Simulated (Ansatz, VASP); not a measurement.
**Two plane-wave programs on Au3C**

Contents of INCAR:

```
SYSTEM = Au3C
ALGO     = Normal         ! electronic algorithm
DIPOL    = 0.5 0.5 0.344
EDIFF    = 1E-6           ! SCF threshold, eV
ENCUT    = 520            ! plane-wave cutoff, eV
GGA      = PE             ! functional
IDIPOL   = 3            
ISIF     = 2              ! what is computed and relaxed
ISMEAR   = 0              ! smearing method
LASPH    = .TRUE.         ! aspherical terms in the spheres
LCHARG   = .FALSE.        ! write CHGCAR
LDIPOL   = .TRUE.       
LREAL    = .FALSE.        ! projectors in reciprocal space
LWAVE    = .FALSE.        ! write WAVECAR
NBANDS   = 26             ! bands
NELM     = 60             ! most SCF steps
PREC     = Accurate       ! precision mode
SIGMA    = 0.1            ! smearing width, eV
```

KPOINTS

```
k-points
0
G
  9 9 1
  0 0 0
```

Contents of POSCAR:

```
Au3C
1.0
    2.9402049748      0.0000000000      0.0000000000
   -1.4701024874      2.5462922005      0.0000000000
    0.0000000000      0.0000000000     21.8974947720
Au C
3 1
Direct
    0.6666666667      0.3333333333      0.1826692981
    0.3333333333      0.6666666667      0.2945190844
    0.0000000000      0.0000000000      0.4063247812
    0.3333333333     -0.3333333333      0.4935493710
```

Input for Ansatz:

```yaml
crystal:
  lattice:
    - [2.9402049748, 0.0, 0.0]
    - [-1.4701024874, 2.5462922005, 0.0]
    - [0.0, 0.0, 21.897494772]
  atoms:
    - { symbol: Au, position: [0.6666666667, 0.3333333333, 0.1826692981] }
    - { symbol: Au, position: [0.3333333333, 0.6666666667, 0.2945190844] }
    - { symbol: Au, position: [0.0, 0.0, 0.4063247812] }
    - { symbol: C, position: [0.3333333333, -0.3333333333, 0.493549371] }
basis:
  ecutwfc: 420
kpoints:
  mp_grid: { grid: [9, 9, 1] }
hamiltonian:
  xc: pbe
scf:
  occupations: { method: gaussian, width: 0.1 }
output:
  forces: true
  eigenvalues: true
efield:
  axis: 3
  dipole_correction: true
  ramp_width: 0.04
```

Alike in both runs: task single point; functional PBE; k mesh 9 × 9 × 1; occupations gaussian, width 0.1 eV; no spin polarisation.

```csv
,VASP,Ansatz
version,VASP 6.6.1,Ansatz 0.2.0
potentials or method,"VASP PAW PBE potentials, release 64 (Au, C), cutoff 520 eV","scalar-relativistic, plane waves, PAW"
valence electrons in the cell,37,61
```

Ansatz gave:

* gap on the k mesh at the Fermi level (eV): none
* rms of the force components (eV/Å): 0.673

Task: Estimate VASP's values.

Result: gap on the k mesh at the Fermi level (eV): none; rms of the force components (eV/Å): 0.670.

Atom by atom the forces differ by 0.004 eV/Å (rms over components). A gap of «none» marks a metal or a gap that the smearing closes. VASP's potentials hold 37 valence electrons a cell and Ansatz's 61, so a difference there can come from the potentials and not from the codes.

Neither program's run includes spin-orbit coupling.
